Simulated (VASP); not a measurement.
# Sn3Mo2 (P6/mmm) in VASP: relaxation of cell and atoms with PBE

Aim: the relaxation of cell and atoms of Sn3Mo2 with PBE.

All numbers are computed with VASP 6.6.1; they aren't measurements. Logs are shortened: lines on timing, memory, paths and dates and some standing lists are left out, and cuts for length are marked.

### 1 The cell of the first run

Symmetry: P6/mmm, No. 191, hexagonal system. Conventional cell: a = 4.685 Å, b = 4.685 Å, c = 8.941 Å, α = 90.00°, β = 90.00°, γ = 120.00°. Within 3.7 Å of Sn (site symmetry 6mm) lie 2 Sn at 2.82 to 3.30 Å. Sn (site symmetry 6/mmm) has 6 Mo at 2.70 Å and 2 Sn at 2.82 Å within 3.6 Å. Mo (site symmetry -6m2) has 3 Mo at 2.70 Å and 3 Sn at 2.70 Å within 3.6 Å.

The cell was generated, and may not be a known phase.

### 2 Relaxation of cell and atoms, PBE

Contents of INCAR:

```
SYSTEM = Sn3Mo2
  PREC = Accurate
  ENCUT = 600
  EDIFF = 1E-7
  ISMEAR = 0
  SIGMA = 0.1
  LREAL = .False.
  LASPH = .True.
  NELM = 100
  ALGO = Fast
  ISIF = 3
  LWAVE = .False.
  LCHARG = .False.
  GGA = PE
  IBRION = 2
  NSW = 100
  EDIFFG = -0.01
```

Contents of KPOINTS:

```
regular mesh
0
Gamma
  12 12 4
  0 0 0
```

Contents of POSCAR:

```
Sn3Mo2
1.0
    4.6849715662      0.0000000000      0.0000000000
   -2.3424857831      4.0573043923      0.0000000000
    0.0000000000      0.0000000000      8.9405830410
Sn Mo
3 2
Direct
    0.0000000000      0.0000000000      0.6843765781
    0.0000000000      0.0000000000      0.3156234219
    0.0000000000      0.0000000000      0.0000000000
    0.3333333333      0.6666666667      0.0000000000
    0.6666666667      0.3333333333      0.0000000000
```

Potentials or basis: VASP PAW PBE potentials, release 64 (Sn_d, Mo_sv).

Command:

```console
$ cat potpaw_PBE.64/Sn_d/POTCAR potpaw_PBE.64/Mo_sv/POTCAR > POTCAR
$ mpirun -np 1 vasp_std > vasp.out
```

OUTCAR:

```text
SYSTEM = Sn3Mo2
   PREC = Accurate
   ENCUT = 600
   EDIFF = 1E-7
   ISMEAR = 0
   LREAL = .False.
   LASPH = .True.
   NELM = 100
   ISIF = 3
   GGA = PE
   IBRION = 2
   NSW = 100
   EDIFFG = -0.01

 ion  position               nearest neighbor table
   1  0.000  0.000  0.684-   3 2.82   2 3.30
   2  0.000  0.000  0.316-   3 2.82   1 3.30
   3  0.000  0.000  0.000-   4 2.70   5 2.70   4 2.70   5 2.70   5 2.70   4 2.70   1 2.82   2 2.82

   4  0.333  0.667  0.000-   5 2.70   3 2.70   5 2.70   3 2.70   3 2.70   5 2.70
   5  0.667  0.333  0.000-   4 2.70   3 2.70   4 2.70   3 2.70   3 2.70   4 2.70

  LATTYP: Found a hexagonal cell.
 ALAT       =     4.6849715662
 C/A-ratio  =     1.9083537466

  Lattice vectors:

 A1 = (   4.6849715662,   0.0000000000,   0.0000000000)
 A2 = (  -2.3424857831,   4.0573043923,   0.0000000000)
 A3 = (   0.0000000000,   0.0000000000,   8.9405830410)

Analysis of symmetry for initial positions (statically):
=====================================================================
 Subroutine PRICEL returns:
 Original cell was already a primitive cell.

 Routine SETGRP: Setting up the symmetry group for a
 hexagonal supercell.

 Subroutine GETGRP returns: Found 24 space group operations
 (whereof 24 operations were pure point group operations)
 out of a pool of 24 trial point group operations.

The static configuration has the point symmetry D_6h.

Analysis of symmetry for dynamics (positions and initial velocities):
=====================================================================
 Subroutine PRICEL returns:
 Original cell was already a primitive cell.

 Routine SETGRP: Setting up the symmetry group for a
 hexagonal supercell.

 Subroutine GETGRP returns: Found 24 space group operations
 (whereof 24 operations were pure point group operations)
 out of a pool of 24 trial point group operations.

The dynamic configuration has the point symmetry D_6h.

 Subroutine INISYM returns: Found 24 space group operations
 (whereof 24 operations are pure point group operations),
 and found     1 'primitive' translations

----------------------------------------------------------------------------------------

                                     Primitive cell

  volume of cell :     169.9458

  direct lattice vectors                    reciprocal lattice vectors
     4.684971566  0.000000000  0.000000000     0.213448467  0.123234530  0.000000000
    -2.342485783  4.057304392  0.000000000     0.000000000  0.246469060  0.000000000
     0.000000000  0.000000000  8.940583041     0.000000000  0.000000000  0.111849529

  length of vectors
     4.684971566  4.684971566  8.940583041     0.246469060  0.246469060  0.111849529

  position of ions in fractional coordinates (direct lattice)
     0.000000000  0.000000000  0.684376578
     0.000000000  0.000000000  0.315623422
     0.000000000  0.000000000  0.000000000
     0.333333333  0.666666667  0.000000000
     0.666666667  0.333333333  0.000000000

  ion indices of the primitive-cell ions
   primitive index   ion index
                 1           1
                 2           2
                 3           3
                 4           4
                 5           5

----------------------------------------------------------------------------------------

 KPOINTS: regular mesh

Automatic generation of k-mesh.
 Grid dimensions read from file:
 generate k-points for:   12   12    4

 Generating k-lattice:

  Cartesian coordinates                     Fractional coordinates (reciprocal lattice)
     0.017787372  0.010269544  0.000000000     0.083333333  0.000000000  0.000000000
     0.000000000  0.020539088  0.000000000     0.000000000  0.083333333  0.000000000
     0.000000000  0.000000000  0.027962382     0.000000000  0.000000000  0.250000000

  Length of vectors
     0.020539088  0.020539088  0.027962382

  Shift w.r.t. Gamma in fractional coordinates (k-lattice)
     0.000000000  0.000000000  0.000000000

 Subroutine IBZKPT returns following result:
 ===========================================

 Found     57 irreducible k-points:

 Following reciprocal coordinates:
            Coordinates               Weight
  0.000000  0.000000  0.000000      1.000000
  0.083333  0.000000  0.000000      6.000000
  0.166667  0.000000  0.000000      6.000000
  0.250000  0.000000  0.000000      6.000000
  0.333333  0.000000  0.000000      6.000000
  0.416667  0.000000  0.000000      6.000000
[... 16 lines left out ...]
  0.250000  0.000000  0.250000     12.000000
  0.333333  0.000000  0.250000     12.000000
 [... further k-points ...]
   k-points           NKPTS =     57   k-points in BZ     NKDIM =     57   number of bands    NBANDS=     42
   number of dos      NEDOS =    301   number of ions     NIONS =      5
   total plane-waves  NPLWV = 115200
   dimension x,y,z NGX =    40 NGY =   40 NGZ =   72
   dimension x,y,z NGXF=    80 NGYF=   80 NGZF=  144
   ions per type =               3   2
   NGX,Y,Z   is equivalent  to a cutoff of  14.19, 14.19, 13.39 a.u.
   NGXF,Y,Z  is equivalent  to a cutoff of  28.39, 28.39, 26.78 a.u.
 SYSTEM =  Sn3Mo2
   PREC   = accura    normal or accurate (medium, high low for compatibility)
   ISTART =      0    job   : 0-new  1-cont  2-samecut
   ICHARG =      2    charge: 1-file 2-atom 10-const
   ISPIN  =      1    spin polarized calculation?
   LNONCOLLINEAR =      F non collinear calculations
   LSORBIT =      F    spin-orbit coupling
   LASPH  =      T    aspherical Exc in radial PAW
   ENCUT  =  600.0 eV  44.10 Ry    6.64 a.u.   9.36  9.36 17.86*2*pi/ulx,y,z
   NELM   =    100;   NELMIN=  2; NELMDL= -5     # of ELM steps
   EDIFF  = 0.1E-06   stopping-criterion for ELM
   LREAL  =      F    real-space projection
   EDIFFG = -.1E-01   stopping-criterion for IOM
   NSW    =    100    number of steps for IOM
   IBRION =      2    ionic relax: 0-MD 1-quasi-New 2-CG
   NFREE  =      1    steps in history (QN), initial steepest desc. (CG)
   ISIF   =      3    stress and relaxation
   ISYM   =      2    0-nonsym 1-usesym 2-fastsym
   POTIM  = 0.5000    time-step for ionic-motion
   TEBEG  =    0.0;   TEEND  =   0.0 temperature during run
   PSTRESS=    0.0 pullay stress
   NELECT =      70.0000    total number of electrons
   NUPDOWN=      -1.0000    fix difference up-down
   EMIN   =  10.00;   EMAX   =-10.00  energy-range for DOS
   EFERMI =   0.00;   METHOD = LEGACY
   ISMEAR =     0;   SIGMA  =   0.10  broadening in eV -4-tet -1-fermi 0-gaus
   EFERMI_NEDOS =   21; number of points for ismear=-14 and -15
   IALGO  =     68    algorithm
   IMIX   =      4    mixing-type and parameters
     AMIX     =   0.40;   BMIX     =  1.00
     AMIX_MAG =   1.60;   BMIX_MAG =  1.00
  volume/ion in A,a.u.               =      33.99       229.37
  Fermi-wavevector in a.u.,A,eV,Ry     =   1.218066  2.301810 20.186747  1.483684
  Thomas-Fermi vector in A             =   2.353365
   LORBIT       =      0    0 simple, 1 ext, 2 COOP (PROOUT), +10 PAW based schemes
   GGA     = PE    functional components
   LHFCALC =     F    Hartree Fock is set to
   AEXX    =    0.0000 exact exchange contribution
   IVDW    =     0    specifies the selected vdW correction
   LEPSILON=     F    determine dielectric tensor
   LRPA    =     F    only Hartree local field effects (RPA)
 conjugate gradient relaxation of ions
 non-spin polarized calculation
 RMM-DIIS sequential band-by-band and
 Gauss-broadening in eV      SIGMA  =   0.10
  energy-cutoff  :      600.00
  volume of cell :      169.95
 maximum number of plane-waves:      5700
 NGX is ok and might be reduce to    40
   NGX = 19   NGY = 19   NGZ = 35

--------------------------------------- Ionic step        1  -------------------------------------------

 number of electron      70.0000007 magnetization

 Free energy of the ion-electron system (eV)
  ---------------------------------------------------
  ext. energy  EPLUGINS =         0.00000000
  ---------------------------------------------------
  free energy    TOTEN  =       -27.74637038 eV

  energy without entropy =      -27.72924461  energy(sigma->0) =      -27.73780749

------------------------ aborting loop because EDIFF is reached ----------------------------------------

  FORCE on cell =-STRESS in cart. coord.  units (eV):
  Direction    XX          YY          ZZ          XY          YZ          ZX
  --------------------------------------------------------------------------------------
  -------------------------------------------------------------------------------------
  Total        0.2331293      0.2331293     -0.4976161      0.0000000      0.0000000     -0.0000000
  in kB        2.1978451      2.1978451     -4.6913155      0.0000000      0.0000000     -0.0000000
  external PRESSURE =      -0.0985418 kB  Pullay stress =       0.0000000 kB

 VOLUME and BASIS-vectors are now :
 -----------------------------------------------------------------------------
  energy-cutoff  :      600.00
  volume of cell :      169.95
      direct lattice vectors                 reciprocal lattice vectors
     4.684971566  0.000000000  0.000000000     0.213448467  0.123234530  0.000000000
    -2.342485783  4.057304392  0.000000000     0.000000000  0.246469060  0.000000000
     0.000000000  0.000000000  8.940583041     0.000000000  0.000000000  0.111849529
[... 235 lines left out ...]
 POSITION                                       TOTAL-FORCE (eV/Angst)
 -----------------------------------------------------------------------------------
     -0.00000      0.00000      6.05441         0.000000     -0.000000     -0.014156
      2.34460      4.06096      2.81582        -0.000000      0.000000      0.014156
      0.00000      0.00000      0.00000         0.000000     -0.000000     -0.000000
     -0.00000      2.70731     -0.00000        -0.000000      0.000000      0.000000
      2.34460      1.35365      0.00000         0.000000     -0.000000     -0.000000
 -----------------------------------------------------------------------------------
    total drift:                                0.000000     -0.000000      0.000000

  FREE ENERGIE OF THE ION-ELECTRON SYSTEM (eV)
  ---------------------------------------------------
  free  energy   TOTEN  =       -27.7491697399 eV

  energy  without entropy=      -27.7319331302  energy(sigma->0) =      -27.74055144

--------------------------------------- Ionic step        8  -------------------------------------------

 number of electron      69.9999997 magnetization

 Free energy of the ion-electron system (eV)
  ---------------------------------------------------
  ext. energy  EPLUGINS =         0.00000000
  ---------------------------------------------------
  free energy    TOTEN  =       -27.74920612 eV

  energy without entropy =      -27.73195485  energy(sigma->0) =      -27.74058049

 E-fermi :   4.8901     XC(G=0):  -8.8997

 val. band max:        4.8863323819   @ k =   0.4167   0.1667   0.5000
 cond. band min:       4.8980945168   @ k =   0.2500   0.1667   0.2500
 fundamental gap:      0.0117621350
 Fermi energy:         4.8900939527

 k-point     1 :       0.0000    0.0000    0.0000
  band No.  band energies     occupation
      1     -55.9434      2.00000
      2     -55.7588      2.00000
      3     -30.2515      2.00000
      4     -30.2515      2.00000
      5     -30.1807      2.00000
      6     -30.0103      2.00000
[... 1069 lines left out ...]
     41       6.8617      0.00000
     42       7.4544      0.00000

 [... further k-points ...]

------------------------ aborting loop because EDIFF is reached ----------------------------------------

  FORCE on cell =-STRESS in cart. coord.  units (eV):
  Direction    XX          YY          ZZ          XY          YZ          ZX
  --------------------------------------------------------------------------------------
  -------------------------------------------------------------------------------------
  Total        0.0141101      0.0141101      0.0323447      0.0000000     -0.0000000     -0.0000000
  in kB        0.1338667      0.1338667      0.3068634      0.0000000     -0.0000000     -0.0000000
  external PRESSURE =       0.1915322 kB  Pullay stress =       0.0000000 kB

 VOLUME and BASIS-vectors are now :
 -----------------------------------------------------------------------------
  energy-cutoff  :      600.00
  volume of cell :      168.88
      direct lattice vectors                 reciprocal lattice vectors
     4.689422966 -0.000000000  0.000000000     0.213245853  0.123117551 -0.000000000
    -2.344711483  4.061159418 -0.000000000     0.000000000  0.246235101 -0.000000000
    -0.000000000  0.000000000  8.867471512    -0.000000000  0.000000000  0.112771718

 POSITION                                       TOTAL-FORCE (eV/Angst)
 -----------------------------------------------------------------------------------
     -0.00000      0.00000      6.04994         0.000000     -0.000000     -0.002330
     -0.00000      0.00000      2.81753        -0.000000      0.000000      0.002330
      0.00000      0.00000      0.00000        -0.000000     -0.000000      0.000000
     -0.00000      2.70744     -0.00000        -0.000000      0.000000      0.000000
      2.34471      1.35372      0.00000         0.000000     -0.000000      0.000000
 -----------------------------------------------------------------------------------
    total drift:                                0.000000     -0.000000      0.000000

  FREE ENERGIE OF THE ION-ELECTRON SYSTEM (eV)
  ---------------------------------------------------
  free  energy   TOTEN  =       -27.7492061230 eV

  energy  without entropy=      -27.7319548504  energy(sigma->0) =      -27.74058049

 reached required accuracy - stopping structural energy minimisation
```

It took 53 min on 1 thread of Intel Xeon Platinum 8488C (Sapphire Rapids), shared host; peak memory 0.64 GiB.

What came out:

```yaml
Free_energy: -27.7492 eV
Relaxed_volume: 33.78 Å³/atom
Relaxed_cell: a = 4.689 Å, b = 4.689 Å, c = 8.867 Å, α = 90.00°, β = 90.00°, γ = 120.00°
Space_group_after_relaxing_to_0.1_Å: P6/mmm (No. 191)
Energy_gained_by_relaxing: 0.6 meV/atom
Ionic_steps: 8
Pressure_after_relaxing: 0.0 GPa
Band_gap_on_the_k_mesh: zero (bands 35 and 36 overlap by 1.21 eV)
```

Forces on the atoms (eV/Å):
```
Sn   0.000  0.000 -0.002
Sn   0.000  0.000  0.002
Sn   0.000  0.000  0.000
Mo   0.000  0.000  0.000
Mo   0.000  0.000  0.000
```

Step by step:
```tsv
step	energy change (eV)	largest force (eV/Å)	pressure (GPa)	volume (Å³)
1	0.0000	0.0300	-0.01	169.95
2	-0.0012	0.0700	-0.18	169.89
3	-0.0014	0.0612	-0.14	169.90
4	-0.0019	0.0684	0.06	169.18
5	-0.0019	0.0697	0.09	169.07
6	-0.0025	0.0442	0.07	169.00
7	-0.0028	0.0142	0.03	168.91
8	-0.0028	0.0023	0.02	168.88
```

Final structure:
```
Sn Mo
1.0
     4.68942    0.00000    0.00000
    -2.34471    4.06116    0.00000
     0.00000    0.00000    8.86747
Sn Mo
3 2
Cartesian
  0.0000 0.0000 6.0499
  0.0000 0.0000 2.8175
  0.0000 0.0000 0.0000
  0.0000 2.7074 0.0000
  2.3447 1.3537 0.0000
```

Caveat: spin-orbit coupling is left out, which moves the levels of the heavy elements.
